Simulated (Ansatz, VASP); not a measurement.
NbGa2N2 in VASP and in Ansatz

```xyz
5
Lattice="4.1813 0.0000 0.0000 0.0000 4.1813 0.0000 0.0000 0.0000 5.5217" Properties=species:S:1:pos:R:3 pbc="T T T"
Nb    2.0906    2.0906    0.0000
Ga    2.0906    2.0906    2.7609
Ga    0.0000    0.0000    0.0000
N     0.0000    2.0906    0.0000
N     2.0906    0.0000    0.0000
```

Alike in both runs: functional PBE; k mesh 4 × 4 × 4; occupations gaussian, width 0.1 eV; no spin polarisation.

Ansatz relaxed the structure, and its values are those at the end. VASP's run is a single point on that final structure, the one shown.

|  | VASP | Ansatz |
| --- | --- | --- |
| version | VASP 6.6.1 | Ansatz 0.2.0 |
| potentials or method | VASP PAW PBE potentials, release 64 (Nb_sv, Ga_d, N), cutoff 520 eV | scalar-relativistic, plane waves, PAW |
| valence electrons in the cell | 49 | 49 |

|  | VASP | Ansatz | Ansatz less VASP |
| --- | --- | --- | --- |
| gap on the k mesh at the Fermi level (eV) | none | none | - |
| pressure (GPa) | 0.0 | 0.0 | +0.02 |

A gap of «none» marks a metal or a gap that the smearing closes. The functional is the same, so the differences come from potentials, cutoffs and numerics.

The k mesh is coarse, so the values compare programs but aren't converged.
